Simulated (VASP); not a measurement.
V:

```
V
1.0
     4.80030    0.00000    0.00000
     0.00000    4.80030    0.00000
     0.00000    0.00000    4.80030
V
8
Direct
  0.00000 0.00000 0.00000
  0.50000 0.50000 0.50000
  0.25000 0.00000 0.50000
  0.75000 0.00000 0.50000
  0.50000 0.25000 0.00000
  0.50000 0.75000 0.00000
  0.00000 0.50000 0.25000
  0.00000 0.50000 0.75000
```

| Quantity | Value |
| --- | --- |
| Program | VASP 6.6.1 |
| Task | relaxation of cell and atoms |
| Functional | BLYP |
| Potentials or basis | VASP PAW PBE potentials, release 64 (V_sv) |
| Cutoff | 600 eV |
| k mesh | 5 × 5 × 5 |
| Occupations | fermi-dirac, width 0.1 eV |
| Spin | no spin polarisation |

At the start: pressure 3.9 GPa; volume 13.83 Å³/atom.

**Question.** How do energy, volume and symmetry change on relaxing?

**Answer.** Over 3 steps the energy falls by 3.7 meV/atom and the volume is 14.14 Å³/atom (+2.3 %); space group Pm-3n (No. 223, to 0.05 Å).

The path:
```tsv
step	energy change (eV)	largest force (eV/Å)	pressure (GPa)	volume (Å³)
1	0.0000	0.0000	3.88	110.61
2	0.0081	0.0000	-4.09	116.06
3	-0.0299	0.0000	-0.06	113.14
```

Final structure:
```
V
1.0
     4.83659    0.00000    0.00000
     0.00000    4.83659    0.00000
     0.00000    0.00000    4.83659
V
8
Direct
  0.00000 0.00000 0.00000
  0.50000 0.50000 0.50000
  0.25000 0.00000 0.50000
  0.75000 0.00000 0.50000
  0.50000 0.25000 0.00000
  0.50000 0.75000 0.00000
  0.00000 0.50000 0.25000
  0.00000 0.50000 0.75000
```

Caveat: the PAW data sets were made with another functional, which shifts forces and pressure a little.
